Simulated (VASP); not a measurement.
# Mg6O5 (a cell with a defect) in VASP: single point with PBE

Aim: the single point of Mg6O5 (a cell with a defect) with PBE.

Everything below comes from runs of VASP 6.6.1. Logs are shortened: lines on timing, memory, paths and dates and some standing lists are left out, and cuts for length are marked.

### 1 The cell of the first run

The cell holds a defect, 11 atoms: a = 5.634 Å, b = 5.634 Å, c = 5.634 Å, α = 90.00°, β = 90.00°, γ = 90.00°.

### 2 Single point, PBE (atom 9 moved -0.125 of the way to it and -0.700 Å across, host rigid)

The input, INCAR:

```
SYSTEM = Mg6O5
ALGO = Normal
EDIFF = 1E-6
ENCUT = 520
GGA = PE
ISIF = 2
ISMEAR = 0
LASPH = .True.
LCHARG = .False.
LREAL = .False.
LWAVE = .False.
NBANDS = 32
NELM = 60
PREC = Accurate
SIGMA = 0.05
```

The input, KPOINTS:

```
k-points
0
Gamma
  4 4 4
  0 0 0
```

The input, POSCAR:

```
Mg6O5
1.0
    5.6337039799      0.0000000000      0.0000000000
    0.0000000000      5.6337039799      0.0000000000
    0.0000000000      0.0000000000      5.6337039799
Mg O
6 5
Direct
    0.2500000000      0.0000000000      0.5000000000
    0.0000000000      0.5000000000      0.2500000000
    0.5000000000      0.7500000000      0.0000000000
    0.7500000000      0.0000000000      0.5000000000
    0.0000000000      0.5000000000      0.7500000000
    0.5000000000      0.2500000000      0.0000000000
    0.5000000000      0.0000000000      0.2500000000
    0.0000000000      0.7500000000      0.5000000000
    0.8125000000      0.3757478202      0.0000000000
    0.5000000000      0.0000000000      0.7500000000
    0.0000000000      0.2500000000      0.5000000000
```

Potentials or basis: VASP PAW PBE potentials, release 64 (Mg, O).

Started as:

```console
$ cat potpaw_PBE.64/Mg/POTCAR potpaw_PBE.64/O/POTCAR > POTCAR
$ mpirun -np 1 vasp_std > vasp.out
```

OUTCAR:

```text
SYSTEM = Mg6O5
   EDIFF = 1E-6
   ENCUT = 520
   GGA = PE
   ISIF = 2
   ISMEAR = 0
   LASPH = .True.
   LREAL = .False.
   NELM = 60
   PREC = Accurate

 ion  position               nearest neighbor table
   1  0.250  0.000  0.500-   7 1.99   8 1.99  10 1.99  11 1.99   4 2.82   4 2.82   2 3.45   5 3.45
                             6 3.45   3 3.45   6 3.45   2 3.45   5 3.45   3 3.45
   2  0.000  0.500  0.250-   9 1.89   8 1.99  11 1.99   5 2.82   5 2.82   3 3.45   4 3.45   1 3.45
                             6 3.45   1 3.45   4 3.45   3 3.45   6 3.45
   3  0.500  0.750  0.000-   7 1.99  10 1.99   9 2.75   6 2.82   6 2.82   2 3.45   4 3.45   5 3.45
                             1 3.45   4 3.45   1 3.45   2 3.45   5 3.45
   4  0.750  0.000  0.500-   7 1.99   8 1.99  10 1.99  11 1.99   1 2.82   1 2.82   3 3.45   5 3.45
                             6 3.45   3 3.45   6 3.45   2 3.45   5 3.45   2 3.45
   5  0.000  0.500  0.750-   9 1.89   8 1.99  11 1.99   2 2.82   2 2.82   1 3.45   3 3.45   4 3.45
                             6 3.45   1 3.45   4 3.45   3 3.45   6 3.45
   6  0.500  0.250  0.000-   9 1.90   7 1.99  10 1.99   3 2.82   3 2.82   2 3.45   1 3.45   4 3.45
                             1 3.45   4 3.45   5 3.45   2 3.45   5 3.45
   7  0.500  0.000  0.250-   1 1.99   3 1.99   4 1.99   6 1.99
   8  0.000  0.750  0.500-   1 1.99   2 1.99   4 1.99   5 1.99
   9  0.812  0.376  0.000-   2 1.89   5 1.89   6 1.90   3 2.75
  10  0.500  0.000  0.750-   1 1.99   3 1.99   4 1.99   6 1.99
  11  0.000  0.250  0.500-   1 1.99   2 1.99   4 1.99   5 1.99

  LATTYP: Found a simple cubic cell.
 ALAT       =     5.6337039799

  Lattice vectors:

 A1 = (   5.6337039799,   0.0000000000,   0.0000000000)
 A2 = (   0.0000000000,   5.6337039799,   0.0000000000)
 A3 = (   0.0000000000,   0.0000000000,   5.6337039799)

Analysis of symmetry for initial positions (statically):
=====================================================================
 Subroutine PRICEL returns:
 Original cell was already a primitive cell.

 Routine SETGRP: Setting up the symmetry group for a
 simple cubic supercell.

 Subroutine GETGRP returns: Found  2 space group operations
 (whereof  2 operations were pure point group operations)
 out of a pool of 48 trial point group operations.

The static configuration has the point symmetry C_1h.

Analysis of symmetry for dynamics (positions and initial velocities):
=====================================================================
 Subroutine PRICEL returns:
 Original cell was already a primitive cell.

 Routine SETGRP: Setting up the symmetry group for a
 simple cubic supercell.

 Subroutine GETGRP returns: Found  2 space group operations
 (whereof  2 operations were pure point group operations)
 out of a pool of 48 trial point group operations.

The dynamic configuration has the point symmetry C_1h.

 Subroutine INISYM returns: Found  2 space group operations
 (whereof  2 operations are pure point group operations),
 and found     1 'primitive' translations

----------------------------------------------------------------------------------------

                                     Primitive cell

  volume of cell :     178.8060

  direct lattice vectors                    reciprocal lattice vectors
     5.633703980  0.000000000  0.000000000     0.177503114  0.000000000  0.000000000
     0.000000000  5.633703980  0.000000000     0.000000000  0.177503114  0.000000000
     0.000000000  0.000000000  5.633703980     0.000000000  0.000000000  0.177503114

  length of vectors
     5.633703980  5.633703980  5.633703980     0.177503114  0.177503114  0.177503114

  position of ions in fractional coordinates (direct lattice)
     0.250000000  0.000000000  0.500000000
     0.000000000  0.500000000  0.250000000
     0.500000000  0.750000000  0.000000000
     0.750000000  0.000000000  0.500000000
     0.000000000  0.500000000  0.750000000
     0.500000000  0.250000000  0.000000000
     0.500000000  0.000000000  0.250000000
     0.000000000  0.750000000  0.500000000
     0.812500000  0.375747820  0.000000000
     0.500000000  0.000000000  0.750000000
     0.000000000  0.250000000  0.500000000

  ion indices of the primitive-cell ions
   primitive index   ion index
                 1           1
                 2           2
                 3           3
                 4           4
                 5           5
                 6           6
                 7           7
                 8           8
                 9           9
                10          10
                11          11

----------------------------------------------------------------------------------------

 KPOINTS: k-points

Automatic generation of k-mesh.
 Grid dimensions read from file:
 generate k-points for:    4    4    4

 Generating k-lattice:

  Cartesian coordinates                     Fractional coordinates (reciprocal lattice)
     0.044375779  0.000000000  0.000000000     0.250000000  0.000000000  0.000000000
     0.000000000  0.044375779  0.000000000     0.000000000  0.250000000  0.000000000
     0.000000000  0.000000000  0.044375779     0.000000000  0.000000000  0.250000000

  Length of vectors
     0.044375779  0.044375779  0.044375779

  Shift w.r.t. Gamma in fractional coordinates (k-lattice)
     0.000000000  0.000000000  0.000000000

 Subroutine IBZKPT returns following result:
 ===========================================

 Found     30 irreducible k-points:

 Following reciprocal coordinates:
            Coordinates               Weight
  0.000000  0.000000  0.000000      1.000000
  0.250000  0.000000  0.000000      2.000000
  0.000000  0.250000  0.000000      2.000000
  0.000000  0.000000  0.250000      2.000000
  0.500000  0.000000  0.000000      1.000000
  0.000000  0.500000  0.000000      1.000000
[... 16 lines left out ...]
  0.500000  0.250000  0.250000      4.000000
  0.250000  0.500000  0.250000      4.000000
 [... further k-points ...]
   k-points           NKPTS =     30   k-points in BZ     NKDIM =     30   number of bands    NBANDS=     32
   number of dos      NEDOS =    301   number of ions     NIONS =     11
   total plane-waves  NPLWV =  74088
   dimension x,y,z NGX =    42 NGY =   42 NGZ =   42
   dimension x,y,z NGXF=    84 NGYF=   84 NGZF=   84
   ions per type =               6   5
   NGX,Y,Z   is equivalent  to a cutoff of  12.39, 12.39, 12.39 a.u.
   NGXF,Y,Z  is equivalent  to a cutoff of  24.79, 24.79, 24.79 a.u.
 SYSTEM =  Mg6O5
   PREC   = accura    normal or accurate (medium, high low for compatibility)
   ISTART =      0    job   : 0-new  1-cont  2-samecut
   ICHARG =      2    charge: 1-file 2-atom 10-const
   ISPIN  =      1    spin polarized calculation?
   LNONCOLLINEAR =      F non collinear calculations
   LSORBIT =      F    spin-orbit coupling
   LASPH  =      T    aspherical Exc in radial PAW
   ENCUT  =  520.0 eV  38.22 Ry    6.18 a.u.  10.47 10.47 10.47*2*pi/ulx,y,z
   NELM   =     60;   NELMIN=  2; NELMDL= -5     # of ELM steps
   EDIFF  = 0.1E-05   stopping-criterion for ELM
   LREAL  =      F    real-space projection
   EDIFFG = 0.1E-04   stopping-criterion for IOM
   NSW    =      0    number of steps for IOM
   IBRION =     -1    ionic relax: 0-MD 1-quasi-New 2-CG
   NFREE  =      0    steps in history (QN), initial steepest desc. (CG)
   ISIF   =      2    stress and relaxation
   ISYM   =      2    0-nonsym 1-usesym 2-fastsym
   POTIM  = 0.5000    time-step for ionic-motion
   TEBEG  =    0.0;   TEEND  =   0.0 temperature during run
   PSTRESS=    0.0 pullay stress
   NELECT =      42.0000    total number of electrons
   NUPDOWN=      -1.0000    fix difference up-down
   EMIN   =  10.00;   EMAX   =-10.00  energy-range for DOS
   EFERMI =   0.00;   METHOD = LEGACY
   ISMEAR =     0;   SIGMA  =   0.05  broadening in eV -4-tet -1-fermi 0-gaus
   EFERMI_NEDOS =   21; number of points for ismear=-14 and -15
   IALGO  =     38    algorithm
   IMIX   =      4    mixing-type and parameters
     AMIX     =   0.40;   BMIX     =  1.00
     AMIX_MAG =   1.60;   BMIX_MAG =  1.00
  volume/ion in A,a.u.               =      16.26       109.69
  Fermi-wavevector in a.u.,A,eV,Ry     =   1.010099  1.908810 13.882022  1.020300
  Thomas-Fermi vector in A             =   2.143067
   LORBIT       =      0    0 simple, 1 ext, 2 COOP (PROOUT), +10 PAW based schemes
   GGA     = PE    functional components
   LHFCALC =     F    Hartree Fock is set to
   AEXX    =    0.0000 exact exchange contribution
   IVDW    =     0    specifies the selected vdW correction
   LEPSILON=     F    determine dielectric tensor
   LRPA    =     F    only Hartree local field effects (RPA)
 non-spin polarized calculation
 Gauss-broadening in eV      SIGMA  =   0.05
  energy-cutoff  :      520.00
  volume of cell :      178.81
 maximum number of plane-waves:      4842
 NGX is ok and might be reduce to    42
   NGX = 21   NGY = 21   NGZ = 21

 number of electron      41.9999971 magnetization

 Free energy of the ion-electron system (eV)
  ---------------------------------------------------
  ext. energy  EPLUGINS =         0.00000000
  ---------------------------------------------------
  free energy    TOTEN  =       -57.70550026 eV

  energy without entropy =      -57.70550026  energy(sigma->0) =      -57.70550026

 E-fermi :   2.0365     XC(G=0):  -8.3300

 val. band max:        1.7769293697   @ k =   0.5000   0.5000   0.5000
 cond. band min:       2.9224319738   @ k =   0.5000   0.0000   0.0000
 fundamental gap:      1.1455026040
 Fermi energy:         2.0364705645

 k-point     1 :       0.0000    0.0000    0.0000
  band No.  band energies     occupation
      1     -16.3311      2.00000
      2     -16.0071      2.00000
      3     -15.8274      2.00000
      4     -15.5411      2.00000
      5     -15.4008      2.00000
      6      -3.5350      2.00000
[... 24 lines left out ...]
     31       8.7397      0.00000
     32       9.7323      0.00000

 k-point     2 :       0.2500    0.0000    0.0000
  band No.  band energies     occupation
      1     -16.2911      2.00000
      2     -16.0544      2.00000
      3     -15.8204      2.00000
      4     -15.5409      2.00000
      5     -15.4010      2.00000
      6      -3.5295      2.00000
[... 24 lines left out ...]
     31       8.8839      0.00000
     32       9.1848      0.00000

 k-point     3 :       0.0000    0.2500    0.0000
  band No.  band energies     occupation
      1     -16.2782      2.00000
      2     -16.0213      2.00000
      3     -15.8291      2.00000
      4     -15.5409      2.00000
      5     -15.4509      2.00000
      6      -3.4441      2.00000
[... 24 lines left out ...]
     31       8.9972      0.00000
     32       9.7882      0.00000

 k-point     4 :       0.0000    0.0000    0.2500
  band No.  band energies     occupation
      1     -16.2802      2.00000
      2     -15.9825      2.00000
      3     -15.8318      2.00000
      4     -15.6205      2.00000
      5     -15.4083      2.00000
      6      -3.4337      2.00000
[... 24 lines left out ...]
     31       9.4316      0.00000
     32       9.7638      0.00000

 k-point     5 :       0.5000    0.0000    0.0000
  band No.  band energies     occupation
      1     -16.2227      2.00000
      2     -16.1285      2.00000
      3     -15.8148      2.00000
      4     -15.5407      2.00000
      5     -15.4011      2.00000
      6      -3.5138      2.00000
[... 584 lines left out ...]
     31       9.6009      0.00000
     32       9.6739      0.00000

 k-point    22 :      -0.2500    0.2500    0.2500
  band No.  band energies     occupation
      1     -16.1994      2.00000
      2     -15.9996      2.00000
      3     -15.8471      2.00000
      4     -15.6254      2.00000
      5     -15.4649      2.00000
      6      -3.1461      2.00000
[... 24 lines left out ...]
     31       9.2624      0.00000
     32       9.7683      0.00000

 k-point    23 :       0.5000    0.2500    0.2500
  band No.  band energies     occupation
      1     -16.1421      2.00000
      2     -16.0589      2.00000
      3     -15.8374      2.00000
      4     -15.6261      2.00000
      5     -15.4716      2.00000
      6      -3.1975      2.00000
[... 24 lines left out ...]
     31       9.3852      0.00000
     32       9.7156      0.00000

 k-point    24 :       0.2500    0.5000    0.2500
  band No.  band energies     occupation
      1     -16.1182      2.00000
      2     -16.0323      2.00000
      3     -15.8373      2.00000
      4     -15.6372      2.00000
      5     -15.5237      2.00000
      6      -3.1172      2.00000
[... 24 lines left out ...]
     31       9.6125      0.00000
     32      10.0113      0.00000

 [... further k-points ...]
[... 5 lines left out ...]
  --------------------------------------------------------------------------------------
  -------------------------------------------------------------------------------------
  Total        0.2406698      0.1560973      2.9282517      1.7291839      0.0000000      0.0000000
  in kB        2.1565035      1.3986978     26.2383738     15.4942189      0.0000000      0.0000000
  external PRESSURE =       9.9311917 kB  Pullay stress =       0.0000000 kB

 VOLUME and BASIS-vectors are now :
 -----------------------------------------------------------------------------
  energy-cutoff  :      520.00
  volume of cell :      178.81
      direct lattice vectors                 reciprocal lattice vectors
     5.633703980  0.000000000  0.000000000     0.177503114  0.000000000  0.000000000
     0.000000000  5.633703980  0.000000000     0.000000000  0.177503114  0.000000000
     0.000000000  0.000000000  5.633703980     0.000000000  0.000000000  0.177503114

 POSITION                                       TOTAL-FORCE (eV/Angst)
 -----------------------------------------------------------------------------------
      1.40843      0.00000      2.81685        -0.044136      0.114901     -0.000000
      0.00000      2.81685      1.40843         0.556517     -0.524811      0.998353
      2.81685      4.22528      0.00000        -0.448162      0.590345     -0.000000
      4.22528      0.00000      2.81685         0.074214      0.419709     -0.000000
      0.00000      2.81685      4.22528         0.556517     -0.524811     -0.998353
      2.81685      1.40843      0.00000        -0.022972     -0.961853     -0.000000
      2.81685      0.00000      1.40843        -0.079370     -0.404095     -0.006236
      0.00000      4.22528      2.81685        -0.285813     -0.154102     -0.000000
      4.57738      2.11685      0.00000        -0.551215      1.750135     -0.000000
      2.81685      0.00000      4.22528        -0.079370     -0.404095      0.006236
      0.00000      1.40843      2.81685         0.323791      0.098676     -0.000000
 -----------------------------------------------------------------------------------
    total drift:                                0.001166      0.000124      0.000001

  FREE ENERGIE OF THE ION-ELECTRON SYSTEM (eV)
  ---------------------------------------------------
  free  energy   TOTEN  =       -57.7055002560 eV

  energy  without entropy=      -57.7055002560  energy(sigma->0) =      -57.70550026
```

Wall time 5.4 min (1 thread of AMD EPYC 7R43 (Zen 3), shared host); peak memory 0.29 GiB.

Results:

```yaml
Free_energy: -57.7055 eV
Pressure: 1.0 GPa
Largest_force: 1.835 eV/Å
Band_gap_on_the_k_mesh: 1.15 eV
```

Forces on the atoms (eV/Å):
```
Mg  -0.044  0.115  0.000
Mg   0.557 -0.525  0.998
Mg  -0.448  0.590  0.000
Mg   0.074  0.420  0.000
Mg   0.557 -0.525 -0.998
Mg  -0.023 -0.962  0.000
O   -0.079 -0.404 -0.006
O   -0.286 -0.154  0.000
O   -0.551  1.750  0.000
O   -0.079 -0.404  0.006
O    0.324  0.099  0.000
```

Levels at points of the mesh, in eV from the valence-band top:
| k point | band 18 | band 19 | band 20 | band 21 | band 22 | band 23 | band 24 | band 25 |
| --- | --- | --- | --- | --- | --- | --- | --- | --- |
| (0.00, 0.00, 0.00) | -2.40 | -2.11 | -2.08 | -1.67 | 2.33 | 2.95 | 3.25 | 4.17 |
| (0.50, 0.00, 0.00) | -2.43 | -2.11 | -2.08 | -0.43 | 1.15 | 2.98 | 3.72 | 4.76 |
| (0.00, 0.50, 0.00) | -2.68 | -2.40 | -2.11 | -0.64 | 1.46 | 3.26 | 3.72 | 4.24 |
| (0.00, 0.00, 0.50) | -2.66 | -2.66 | -2.08 | -0.80 | 1.19 | 2.89 | 3.66 | 4.52 |
| (0.50, 0.50, 0.00) | -2.68 | -2.35 | -2.11 | -0.29 | 1.78 | 2.49 | 3.61 | 4.06 |
| (0.00, 0.50, 0.50) | -2.84 | -2.61 | -2.51 | -0.39 | 2.06 | 2.36 | 3.64 | 3.71 |
| (0.50, 0.00, 0.50) | -2.61 | -2.58 | -2.07 | -0.30 | 1.88 | 1.92 | 3.61 | 4.21 |
| (0.50, 0.50, 0.50) | -2.87 | -2.73 | -2.67 | 0.00 | 2.38 | 2.45 | 2.86 | 3.83 |

Caveat: the cell differs from its parent crystal (atom 9 moved -0.125 of the way to it and -0.700 Å across, host rigid).
